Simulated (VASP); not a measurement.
# HC64 (a cell with a defect) in VASP: a series of runs, part 2 of 2

VASP 6.6.1. Earlier steps stand in the parts before.

### 3 Single point, PBEsol

INCAR

```
PREC = Accurate
ENCUT = 520
EDIFF = 1E-6
ISMEAR = -1
SIGMA = 0.05
LREAL = Auto
LASPH = True
NELM = 120
ALGO = Normal
ISIF = 2
LWAVE = False
LCHARG = False
GGA = PS
NELECT = 256.0
ISYM = 0
NBANDS = 166
GGA_COMPAT = False
```

KPOINTS

```
Automatic mesh
0
Gamma
  1 1 1
  0.25 0.25 0.25
```

POSCAR

```
HC64
1.0
    7.1076060000      0.0000000000      0.0000000000
    0.0000000000      7.1076060000      0.0000000000
    0.0000000000      0.0000000000      7.1076060000
C H
64 1
Direct
    0.0000000000      0.0000000000      0.0000000000
    0.0000000000      0.0000000000      0.5000000000
    0.0000000000      0.5000000000      0.0000000000
    0.0000000000      0.5000000000      0.5000000000
    0.5000000000      0.0000000000      0.0000000000
    0.5000000000      0.0000000000      0.5000000000
    0.5000000000      0.5000000000      0.0000000000
    0.5000000000      0.5000000000      0.5000000000
    0.1250000000      0.1250000000      0.1250000000
    0.1250000000      0.1250000000      0.6250000000
    0.1250000000      0.6250000000      0.1250000000
    0.1250000000      0.6250000000      0.6250000000
    0.6250000000      0.1250000000      0.1250000000
    0.6250000000      0.1250000000      0.6250000000
    0.6250000000      0.6250000000      0.1250000000
    0.6250000000      0.6250000000      0.6250000000
    0.2500000000      0.2500000000      0.0000000000
    0.2500000000      0.2500000000      0.5000000000
    0.2500000000      0.7500000000      0.0000000000
    0.2500000000      0.7500000000      0.5000000000
    0.7500000000      0.2500000000      0.0000000000
    0.7500000000      0.2500000000      0.5000000000
    0.7500000000      0.7500000000      0.0000000000
    0.7500000000      0.7500000000      0.5000000000
    0.3750000000      0.3750000000      0.1250000000
    0.3750000000      0.3750000000      0.6250000000
    0.3750000000      0.8750000000      0.1250000000
    0.3750000000      0.8750000000      0.6250000000
    0.8750000000      0.3750000000      0.1250000000
    0.8750000000      0.3750000000      0.6250000000
    0.8750000000      0.8750000000      0.1250000000
    0.8750000000      0.8750000000      0.6250000000
    0.2500000000      0.0000000000      0.2500000000
    0.2500000000      0.0000000000      0.7500000000
    0.2500000000      0.5000000000      0.2500000000
    0.2500000000      0.5000000000      0.7500000000
    0.7500000000      0.0000000000      0.2500000000
    0.7500000000      0.0000000000      0.7500000000
    0.7500000000      0.5000000000      0.2500000000
    0.7500000000      0.5000000000      0.7500000000
    0.3750000000      0.1250000000      0.3750000000
    0.3750000000      0.1250000000      0.8750000000
    0.3750000000      0.6250000000      0.3750000000
    0.3750000000      0.6250000000      0.8750000000
    0.8750000000      0.1250000000      0.3750000000
    0.8750000000      0.1250000000      0.8750000000
    0.8750000000      0.6250000000      0.3750000000
    0.8750000000      0.6250000000      0.8750000000
    0.0000000000      0.2500000000      0.2500000000
    0.0000000000      0.2500000000      0.7500000000
    0.0000000000      0.7500000000      0.2500000000
    0.0000000000      0.7500000000      0.7500000000
    0.5000000000      0.2500000000      0.2500000000
    0.5000000000      0.2500000000      0.7500000000
    0.5000000000      0.7500000000      0.2500000000
    0.5000000000      0.7500000000      0.7500000000
    0.1250000000      0.3750000000      0.3750000000
    0.1250000000      0.3750000000      0.8750000000
    0.1250000000      0.8750000000      0.3750000000
    0.1250000000      0.8750000000      0.8750000000
    0.6250000000      0.3750000000      0.3750000000
    0.6250000000      0.3750000000      0.8750000000
    0.6250000000      0.8750000000      0.3750000000
    0.6250000000      0.8750000000      0.8750000000
    0.3750000000      0.3750000000      0.3750000000
```

Potentials or basis: VASP PAW PBE potentials, release 64 (C, H).

Started as:

```
cat potpaw_PBE.64/C/POTCAR potpaw_PBE.64/H/POTCAR > POTCAR
mpirun -np 1 vasp_std > vasp.out
```

OUTCAR:

```text
PREC = Accurate
   ENCUT = 520
   EDIFF = 1E-6
   ISMEAR = -1
   LREAL = Auto
   LASPH = True
   NELM = 120
   ISIF = 2
   GGA = PS
   NELECT = 256.0
   ISYM = 0

 ion  position               nearest neighbor table
   1  0.000  0.000  0.000-   9 1.54  31 1.54  46 1.54  60 1.54
   2  0.000  0.000  0.500-  10 1.54  32 1.54  45 1.54  59 1.54
   3  0.000  0.500  0.000-  11 1.54  29 1.54  48 1.54  58 1.54
   4  0.000  0.500  0.500-  12 1.54  30 1.54  47 1.54  57 1.54
   5  0.500  0.000  0.000-  13 1.54  27 1.54  42 1.54  64 1.54
   6  0.500  0.000  0.500-  14 1.54  28 1.54  41 1.54  63 1.54
[... 56 lines left out ...]
  63  0.625  0.875  0.375-   6 1.54  24 1.54  37 1.54  55 1.54
  64  0.625  0.875  0.875-   5 1.54  23 1.54  38 1.54  56 1.54
  65  0.375  0.375  0.375-

IMPORTANT INFORMATION: All symmetrisations will be switched off!
NOSYMM: (Re-)initialisation of all symmetry stuff for point group C_1.

----------------------------------------------------------------------------------------

[... 250 lines left out ...]
 Fermi energy:        10.3819532573

 k-point     1 :       0.2500    0.2500    0.2500
  band No.  band energies     occupation
      1     -11.6559      2.00000
      2     -10.5938      2.00000
      3     -10.1368      2.00000
      4     -10.1368      2.00000
      5      -9.2636      2.00000
      6      -8.9902      2.00000
[... 561 lines left out ...]
    139      16.3359      0.00000
    140      16.3359      0.00000
 [bands above 140 left out]

------------------------ aborting loop because EDIFF is reached ----------------------------------------

  FORCE on cell =-STRESS in cart. coord.  units (eV):
  Direction    XX          YY          ZZ          XY          YZ          ZX
  --------------------------------------------------------------------------------------
  -------------------------------------------------------------------------------------
  Total       -5.9543152     -5.9543188     -5.9543235     -0.0001883     -0.0002199     -0.0002199
  in kB      -26.5688264    -26.5688423    -26.5688632     -0.0008404     -0.0009812     -0.0009811
  external PRESSURE =     -26.5688440 kB  Pullay stress =       0.0000000 kB

 VOLUME and BASIS-vectors are now :
 -----------------------------------------------------------------------------
  energy-cutoff  :      520.00
  volume of cell :      359.06
      direct lattice vectors                 reciprocal lattice vectors
     7.107606000  0.000000000  0.000000000     0.140694349  0.000000000  0.000000000
     0.000000000  7.107606000  0.000000000     0.000000000  0.140694349  0.000000000
     0.000000000  0.000000000  7.107606000     0.000000000  0.000000000  0.140694349

 POSITION                                       TOTAL-FORCE (eV/Angst)
 -----------------------------------------------------------------------------------
      0.00000      0.00000      0.00000        -0.005581     -0.005582     -0.005582
      0.00000      0.00000      3.55380         0.008659      0.008661     -0.029317
      0.00000      3.55380      0.00000         0.008662     -0.029318      0.008660
      0.00000      3.55380      3.55380         0.036281      0.141171      0.141171
      3.55380      0.00000      0.00000        -0.029316      0.008660      0.008659
      3.55380      0.00000      3.55380         0.141169      0.036281      0.141171
[... 57 lines left out ...]
      4.44225      6.21916      6.21916         0.105669      0.000713      0.000713
      2.66535      2.66535      2.66535         0.000129      0.000129      0.000129
 -----------------------------------------------------------------------------------
    total drift:                                0.000014      0.000013      0.000029

  FREE ENERGIE OF THE ION-ELECTRON SYSTEM (eV)
  ---------------------------------------------------
  free  energy   TOTEN  =      -624.9620622469 eV

  energy  without entropy=     -624.9620622456  energy(sigma->0) =     -624.96206225
```

OSZICAR:

```text
N       E                     dE             d eps       ncg     rms          rms(c)
DAV:   1     0.799505764506E+03    0.79951E+03   -0.13784E+05  1328   0.152E+03
DAV:   2    -0.577803731665E+03   -0.13773E+04   -0.13153E+04  1640   0.292E+02
DAV:   3    -0.645031025795E+03   -0.67227E+02   -0.66661E+02  1632   0.624E+01
DAV:   4    -0.646410115041E+03   -0.13791E+01   -0.13750E+01  1656   0.897E+00
DAV:   5    -0.646437408213E+03   -0.27293E-01   -0.27257E-01  1624   0.128E+00    0.320E+01
DAV:   6    -0.630458167524E+03    0.15979E+02   -0.10986E+01  1536   0.792E+00    0.188E+01
DAV:   7    -0.624965837263E+03    0.54923E+01   -0.14421E+01  1536   0.884E+00    0.397E+00
DAV:   8    -0.624960785703E+03    0.50516E-02   -0.56402E-01  1584   0.231E+00    0.686E-01
DAV:   9    -0.624961369034E+03   -0.58333E-03   -0.65911E-02  1608   0.778E-01    0.239E-01
DAV:  10    -0.624961972348E+03   -0.60331E-03   -0.88337E-03  1616   0.216E-01    0.741E-02
DAV:  11    -0.624962023698E+03   -0.51350E-04   -0.40408E-04  1608   0.549E-02    0.357E-02
DAV:  12    -0.624962060699E+03   -0.37001E-04   -0.66992E-05  1656   0.249E-02    0.990E-03
DAV:  13    -0.624962061272E+03   -0.57306E-06   -0.13371E-05  1640   0.130E-02    0.408E-03
DAV:  14    -0.624962062247E+03   -0.97488E-06   -0.23502E-06  1152   0.482E-03
   1 F= -.62496206E+03 E0= -.62496206E+03  d E =-.122980E-08
```

stdout:

```text
POSCAR found type information on POSCAR C H
 POSCAR found :  2 types and      65 ions
 scaLAPACK will be used
 -----------------------------------------------------------------------------
|                                                                             |
|                                                                             |
|     You enforced a specific xc type in the INCAR file but a different       |
|     I HOPE YOU KNOW WHAT YOU ARE DOING!                                     |
|                                                                             |
 -----------------------------------------------------------------------------

 LDA part: xc-table for (Slater+PW92), standard interpolation
 POSCAR, INCAR and KPOINTS ok, starting setup
 FFT: planning ... GRIDC
 FFT: planning ... GRID_SOFT
 FFT: planning ... GRID
 WAVECAR not read
 entering main loop
 the old and the new charge density differ
 old charge density:   257.00000 new  256.00000
    0.320E+01
```

It took 6.2 min on 1 thread of Intel Xeon Platinum 8259CL at 2.50GHz (Skylake/Cascade Lake), shared host; peak memory 0.46 GiB.

What came out:

```yaml
Free_energy: -624.9621 eV
Largest_force: 1.048 eV/Å
```

Forces in eV/Å, atoms in the order of the input:
```
C   -0.006 -0.006 -0.006
C    0.009  0.009 -0.029
C    0.009 -0.029  0.009
C    0.036  0.141  0.141
C   -0.029  0.009  0.009
C    0.141  0.036  0.141
C    0.141  0.141  0.036
C    0.446  0.446  0.446
C   -0.031 -0.031 -0.031
C   -0.247 -0.247  0.245
C   -0.247  0.245 -0.247
C   -0.031  0.030  0.030
C    0.245 -0.247 -0.247
C    0.030 -0.031  0.030
C    0.030  0.030 -0.031
C    0.245  0.245  0.245
C   -0.141 -0.141  0.036
C   -0.446 -0.446  0.446
C    0.029 -0.009  0.009
C   -0.141 -0.036  0.141
C   -0.009  0.029  0.009
C   -0.036 -0.141  0.141
C    0.006  0.006 -0.006
C   -0.009 -0.009 -0.029
C    0.001  0.001 -1.048
C    0.001  0.001  1.047
C    0.001  0.001  0.056
C    0.001  0.001 -0.057
C    0.001  0.001  0.056
C    0.001  0.001 -0.057
C    0.001  0.001 -0.107
C    0.001  0.001  0.106
C   -0.141  0.036 -0.141
C    0.029  0.009 -0.009
C   -0.446  0.446 -0.446
C   -0.141  0.141 -0.036
C   -0.009  0.009  0.029
C    0.006 -0.006  0.006
C   -0.036  0.141 -0.141
C   -0.009 -0.029 -0.009
C    0.001 -1.048  0.001
C    0.001  0.056  0.001
C    0.001  1.047  0.001
C    0.001 -0.057  0.001
C    0.001  0.056  0.001
C    0.001 -0.107  0.001
C    0.001 -0.057  0.001
C    0.001  0.106  0.001
C    0.036 -0.141 -0.141
C    0.009  0.029 -0.009
C    0.009 -0.009  0.029
C   -0.006  0.006  0.006
C    0.446 -0.446 -0.446
C    0.141 -0.141 -0.036
C    0.141 -0.036 -0.141
C   -0.029 -0.009 -0.009
C   -1.048  0.001  0.001
C    0.056  0.001  0.001
C    0.056  0.001  0.001
C   -0.107  0.001  0.001
C    1.047  0.001  0.001
C   -0.057  0.001  0.001
C   -0.057  0.001  0.001
C    0.106  0.001  0.001
H    0.000  0.000  0.000
```

Caveat: the k points lie up to 0.88 Å⁻¹ apart; the cell carries a net charge on a neutralising background, which shifts energy and pressure; the cell is charged against a uniform background, so pressure and absolute levels hang on convention; the PAW data sets were made with another functional, which shifts forces and pressure a little.
